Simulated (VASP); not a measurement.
Wanted: the native input for a VASP 6.6.1 run.

```
Task                   : single point
Functional             : r2SCAN
Potentials or basis    : VASP PAW PBE potentials, release 64 (Li_sv)
Cutoff                 : 520 eV
k mesh                 : 20 × 20 × 20
Occupations            : gaussian, width 0.15 eV
Spin                   : no spin polarisation
Dipole correction      : no
Further INCAR settings : ALGO = Normal; EDIFF = 1e-06; NBANDS = 8
```

The system is Li.

```
Li
1.0
     0.00000    2.23217    2.14288
     2.23217    0.00000    2.14288
     2.23217    2.23217    0.00000
Li
1
Direct
  0.00000 0.00000 0.00000
```

This cell differs from its parent crystal: ratio of the length along z to the lengths across it x 0.96, volume and fractional coordinates fixed.

These files were run (other wordings do the same):

POSCAR

```
Li
1.0
    0.0000000000      2.2321681324      2.1428814071
    2.2321681324      0.0000000000      2.1428814071
    2.2321681324      2.2321681324      0.0000000000
Li
1
Direct
    0.0000000000      0.0000000000      0.0000000000
```

INCAR.step1

```
ALGO     = Normal         # electronic algorithm
EDIFF    = 1E-4           # SCF threshold, eV
ENCUT    = 520            # plane-wave cutoff, eV
GGA      = PE             # functional
ISMEAR   = 0              # smearing method
LASPH    = T              # aspherical terms in the spheres
LCHARG   = F              # write CHGCAR
LREAL    = F              # projectors in reciprocal space
LWAVE    = T              # write WAVECAR
NBANDS   = 8              # bands
NELM     = 60             # most SCF steps
PREC     = Accurate       # precision mode
SIGMA    = 0.15           # smearing width, eV
```

INCAR.step2

```
ALGO     = Normal         # electronic algorithm
EDIFF    = 1E-6           # SCF threshold, eV
ENCUT    = 520            # plane-wave cutoff, eV
ISIF     = 2              # what is computed and relaxed
ISMEAR   = 0              # smearing method
ISTART   = 1            
LASPH    = T              # aspherical terms in the spheres
LCHARG   = F              # write CHGCAR
LMIXTAU  = T            
LREAL    = F              # projectors in reciprocal space
LWAVE    = F              # write WAVECAR
METAGGA  = R2SCAN         # meta-GGA
NBANDS   = 8              # bands
NELM     = 60             # most SCF steps
PREC     = Accurate       # precision mode
SIGMA    = 0.15           # smearing width, eV
```

KPOINTS

```
k-points
0
Gamma
  20 20 20
```

Potentials or basis: VASP PAW PBE potentials, release 64 (Li_sv).

Launch:

```bash
$ cat potpaw_PBE.64/Li_sv/POTCAR > POTCAR
$ cp INCAR.step1 INCAR
$ mpirun -np 1 vasp_std > vasp.out
$ cp INCAR.step2 INCAR
$ mpirun -np 1 vasp_std > vasp.out
```

Wall time 5.3 min on 1 thread of Intel(R) Xeon(R) Platinum 8259CL CPU @ 2.50GHz (Skylake/Cascade Lake) (shared host), peak memory 0.2 GiB.
